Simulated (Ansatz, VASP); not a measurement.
## Pt in VASP and in Ansatz

The input INCAR:

```
  PREC = Accurate
  ENCUT = 520
  EDIFF = 1E-7
  ISMEAR = 0
  SIGMA = 0.15
  LREAL = F
  LASPH = T
  NELM = 100
  ALGO = Fast
  ISIF = 2
  LWAVE = F
  LCHARG = F
  GGA = PS
  NBANDS = 11
```

KPOINTS

```
Automatic mesh
0
Gamma
  20 20 20
```

File POSCAR:

```
Pt
1.0
   -0.0293685000      1.9579000000      1.9579000000
    1.9579000000     -0.0293685000      1.9579000000
    1.9285315000      1.9285315000      0.0000000000
Pt
1
Direct
    0.0000000000      0.0000000000      0.0000000000
```

Input for Ansatz:

```yaml
crystal:
  lattice:
    - [-0.0293685, 1.9579, 1.9579]
    - [1.9579, -0.0293685, 1.9579]
    - [1.9285315, 1.9285315, 0.0]
  atoms:
    - { symbol: Pt, position: [0.0, 0.0, 0.0] }
basis:
  ecutwfc: 420
kpoints:
  mp_grid: { grid: [20, 20, 20] }
hamiltonian:
  xc: pbesol
scf:
  occupations: { method: gaussian, width: 0.15 }
output:
  forces: true
  stress: true
  eigenvalues: true
```

Change from the starting cell: strain -0.0300 x Voigt [0, 0, 0, 0, 0, 1], atoms carried along.

Alike in both runs: task single point; functional PBEsol; k mesh 20 × 20 × 20; occupations gaussian, width 0.15 eV; no spin polarisation.

```csv
,VASP,Ansatz
version,VASP 6.6.1,Ansatz 0.2.0
potentials or method,"VASP PAW PBE potentials, release 64 (Pt), cutoff 520 eV","scalar-relativistic, plane waves, PAW"
valence electrons in the cell,10,18
```

|  | VASP | Ansatz | Ansatz less VASP |
| --- | --- | --- | --- |
| gap on the k mesh at the Fermi level (eV) | none | none | - |
| pressure (GPa) | 0.5 | 0.9 | +0.39 |
| traceless stress, the component that is largest in VASP (GPa) | 2.50 | 2.47 | -0.026 |

VASP's potentials were made for PBE, not for PBEsol. A gap of «none» marks a metal or a gap that the smearing closes. With one functional, cell and mesh, what is left measures potentials, basis and numerics. VASP's potentials hold 10 valence electrons a cell and Ansatz's 18, so a difference there can come from the potentials and not from the codes.

Neither program's run includes spin-orbit coupling.
